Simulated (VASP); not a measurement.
# AlN (P6_3mc) in VASP: settings compared, part 2 of 2

VASP 6.6.1. The steps go on from the part before.

### Step 5. Relaxation of cell and atoms, r2SCAN

Contents of POSCAR:

```
AlN
1.0
    3.1130000000      0.0000000000      0.0000000000
   -1.5565000000      2.6959370800      0.0000000000
    0.0000000000      0.0000000000      4.9810000000
Al N
2 2
Direct
    0.3333333300      0.6666666700      0.0000000000
    0.6666666700      0.3333333300      0.5000000000
    0.3333333300      0.6666666700      0.3800000000
    0.6666666700      0.3333333300      0.8800000000
```

Contents of INCAR.step1:

```
SYSTEM = AlN
PREC = Accurate
ENCUT = 600
ISMEAR = -1
SIGMA = 0.02
LREAL = .FALSE.
LASPH = .TRUE.
NELM = 60
GGA = PE
ALGO = Normal
EDIFF = 1E-4
LWAVE = .TRUE.
LCHARG = .FALSE.
```

Contents of INCAR.step2:

```
SYSTEM = AlN
PREC = Accurate
ENCUT = 600
EDIFF = 1E-7
ISMEAR = -1
SIGMA = 0.02
LREAL = .FALSE.
LASPH = .TRUE.
NELM = 60
ALGO = Normal
ISIF = 3
LWAVE = .FALSE.
LCHARG = .FALSE.
METAGGA = R2SCAN
LMIXTAU = .TRUE.
IBRION = 2
NSW = 80
EDIFFG = -0.01
ISTART = 1
```

Contents of KPOINTS:

```
regular mesh
0
G
  12 12 6
  0 0 0
```

Potentials or basis: VASP PAW PBE potentials, release 64 (Al, N).

Run with:

```sh
$ cat potpaw_PBE.64/Al/POTCAR potpaw_PBE.64/N/POTCAR > POTCAR
$ cp INCAR.step1 INCAR
$ mpirun -np 1 vasp_std > vasp.out
$ cp INCAR.step2 INCAR
$ mpirun -np 1 vasp_std > vasp.out
```

OUTCAR:

```text
SYSTEM = AlN
   PREC = Accurate
   ENCUT = 600
   EDIFF = 1E-7
   ISMEAR = -1
   LREAL = .FALSE.
   LASPH = .TRUE.
   NELM = 60
   ISIF = 3
   METAGGA = R2SCAN
   IBRION = 2
   NSW = 80
   EDIFFG = -0.01
   ISTART = 1

 ion  position               nearest neighbor table
   1  0.333  0.667  0.000-   3 1.89   4 1.89   4 1.89   4 1.89   2 3.07   2 3.07   2 3.07   2 3.07
                             2 3.07   2 3.07
   2  0.667  0.333  0.500-   4 1.89   3 1.89   3 1.89   3 1.89   1 3.07   1 3.07   1 3.07   1 3.07
                             1 3.07   1 3.07
   3  0.333  0.667  0.380-   1 1.89   2 1.89   2 1.89   2 1.89
   4  0.667  0.333  0.880-   2 1.89   1 1.89   1 1.89   1 1.89

  LATTYP: Found a hexagonal cell.
 ALAT       =     3.1130000000
 C/A-ratio  =     1.6000642467

  Lattice vectors:

 A1 = (   3.1130000000,   0.0000000000,   0.0000000000)
 A2 = (  -1.5565000000,   2.6959370800,   0.0000000000)
 A3 = (   0.0000000000,   0.0000000000,   4.9810000000)

Analysis of symmetry for initial positions (statically):
=====================================================================
 Subroutine PRICEL returns:
 Original cell was already a primitive cell.

 Routine SETGRP: Setting up the symmetry group for a
 hexagonal supercell.

 Subroutine GETGRP returns: Found 12 space group operations
[... 323 lines left out ...]

 number of electron      15.9999999 magnetization

 Free energy of the ion-electron system (eV)
  ---------------------------------------------------
  ext. energy  EPLUGINS =         0.00000000
  ---------------------------------------------------
  free energy    TOTEN  =       -38.45592344 eV

  energy without entropy =      -38.45592344  energy(sigma->0) =      -38.45592344

 E-fermi :   6.3368     XC(G=0): -11.4235

 val. band max:        5.9278663265   @ k =   0.0000   0.0000   0.0000
 cond. band min:      10.8659152523   @ k =   0.0000   0.0000   0.0000
 fundamental gap:      4.9380489257
 Fermi energy:         6.3368013379

 k-point     1 :       0.0000    0.0000    0.0000
  band No.  band energies     occupation
      1     -10.0577      2.00000
      2      -7.9334      2.00000
      3      -0.1461      2.00000
      4       5.0506      2.00000
      5       5.0506      2.00000
      6       5.7099      2.00000
      7       5.7099      2.00000
      8       5.9279      2.00000
      9      10.8659      0.00000
     10      13.4909      0.00000
     11      17.5549      0.00000
     12      17.9939      0.00000
[... 331 lines left out ...]
 k-point    24 :       0.3333    0.0000    0.1667
  band No.  band energies     occupation
      1      -8.7325      2.00000
      2      -7.5247      2.00000
      3       0.9626      2.00000
      4       1.9414      2.00000
      5       2.5514      2.00000
      6       4.1223      2.00000
      7       5.1266      2.00000
      8       5.2607      2.00000
      9      12.5114      0.00000
     10      13.3428      0.00000
     11      15.3063      0.00000
     12      17.0814      0.00000

 [... further k-points ...]

------------------------ aborting loop because EDIFF is reached ----------------------------------------

  FORCE on cell =-STRESS in cart. coord.  units (eV):
  Direction    XX          YY          ZZ          XY          YZ          ZX
  --------------------------------------------------------------------------------------
  -------------------------------------------------------------------------------------
  Total        0.0137307      0.0137307     -0.0172747      0.0000000      0.0000000     -0.0000000
  in kB        0.5294596      0.5294596     -0.6661207      0.0000000      0.0000000     -0.0000000
  external PRESSURE =       0.1309328 kB  Pullay stress =       0.0000000 kB
[... 19 lines left out ...]
  FREE ENERGIE OF THE ION-ELECTRON SYSTEM (eV)
  ---------------------------------------------------
  free  energy   TOTEN  =       -38.4559234360 eV

  energy  without entropy=      -38.4559234360  energy(sigma->0) =      -38.45592344

 reached required accuracy - stopping structural energy minimisation
```

OSZICAR.step1:

```text
N       E                     dE             d eps       ncg     rms          rms(c)
DAV:   1     0.573387501254E+02    0.57339E+02   -0.83135E+03  1824   0.134E+03
DAV:   2    -0.301630802430E+02   -0.87502E+02   -0.80570E+02  2696   0.244E+02
DAV:   3    -0.344846206408E+02   -0.43215E+01   -0.43055E+01  2408   0.591E+01
DAV:   4    -0.345213468457E+02   -0.36726E-01   -0.36716E-01  2140   0.621E+00
DAV:   5    -0.345218727829E+02   -0.52594E-03   -0.52592E-03  2324   0.742E-01    0.122E+01
DAV:   6    -0.297684972839E+02    0.47534E+01   -0.16950E+01  2236   0.332E+01    0.420E+00
DAV:   7    -0.297859508157E+02   -0.17454E-01   -0.66929E-01  2044   0.687E+00    0.288E+00
DAV:   8    -0.297786175460E+02    0.73333E-02   -0.77517E-02  2108   0.312E+00    0.486E-01
DAV:   9    -0.297738730350E+02    0.47445E-02   -0.19298E-02  2332   0.105E+00    0.243E-01
DAV:  10    -0.297744258154E+02   -0.55278E-03   -0.25856E-03  2192   0.408E-01    0.139E-01
DAV:  11    -0.297743284696E+02    0.97346E-04   -0.30827E-04  1716   0.144E-01
   1 F= -.29774328E+02 E0= -.29774328E+02  d E =-.157714E-11
```

It took 17 min on 1 thread of Intel Xeon 8259CL, shared host; peak memory 0.21 GiB.

What came out:

```yaml
Free_energy: -38.4559 eV
Relaxed_volume: 10.39 Å³/atom
Relaxed_cell: a = 3.105 Å, b = 3.105 Å, c = 4.978 Å, α = 90.00°, β = 90.00°, γ = 120.00°
Space_group_after_relaxing_to_0.1_Å: P6_3mc (No. 186)
Energy_gained_by_relaxing: 0.5 meV/atom
Ionic_steps: 5
Pressure_after_relaxing: 0.0 GPa
Largest_force_after_relaxing: 0.007 eV/Å
Band_gap_on_the_k_mesh: 4.94 eV
```

Forces in eV/Å, atoms in the order of the input:
```
Al   0.000  0.000 -0.007
Al   0.000  0.000 -0.007
N    0.000  0.000  0.007
N    0.000  0.000  0.007
```

The path:
```
step  energy change (eV)  largest force (eV/Å)  pressure (GPa)  volume (Å³)
   1              0.0000                0.1251           -1.25        41.80
   2              0.0001                0.0987            1.28        41.31
   3             -0.0021                0.0148           -0.03        41.56
   4             -0.0021                0.0122            0.00        41.56
   5             -0.0022                0.0067            0.01        41.55
```

Final structure:
```cif
data_structure
_symmetry_space_group_name_H-M 'P 1'
_symmetry_Int_Tables_number 1
_cell_length_a 3.1046
_cell_length_b 3.1046
_cell_length_c 4.9778
_cell_angle_alpha 90.000
_cell_angle_beta 90.000
_cell_angle_gamma 120.000
_cell_volume 41.55
loop_
_atom_site_label
_atom_site_type_symbol
_atom_site_fract_x
_atom_site_fract_y
_atom_site_fract_z
_atom_site_occupancy
Al1 Al 0.33333 0.66667 0.99927 1
Al2 Al 0.66667 0.33333 0.49927 1
N1 N 0.33333 0.66667 0.38073 1
N2 N 0.66667 0.33333 0.88073 1
```

Caveat: the PAW data sets were made with another functional, which shifts forces and pressure a little.

### Step 6. Overview

```csv
level,potentials or basis,gap on the mesh (eV),pressure (GPa),relaxed volume (Å³/atom)
PBE,"VASP PAW PBE potentials, release 64 (Al, N)",4.07,0.0,10.62
PBEsol,"VASP PAW PBE potentials, release 64 (Al, N)",4.12,0.1,10.45
LDA,"VASP PAW LDA potentials, release 64 (Al, N)",4.41,0.1,10.23
r2SCAN,"VASP PAW PBE potentials, release 64 (Al, N)",4.94,0.0,10.39
```

Alike in all rows: task relaxation of cell and atoms; no spin polarisation; cell relaxed; k mesh 12 × 12 × 6; cutoff (eV) 600; smearing fermi-dirac 0.02 eV.

Caveats: the PAW data sets were made with another functional, which shifts forces and pressure a little (at least some runs).

Absolute energies hang on the potentials; compare differences alone.
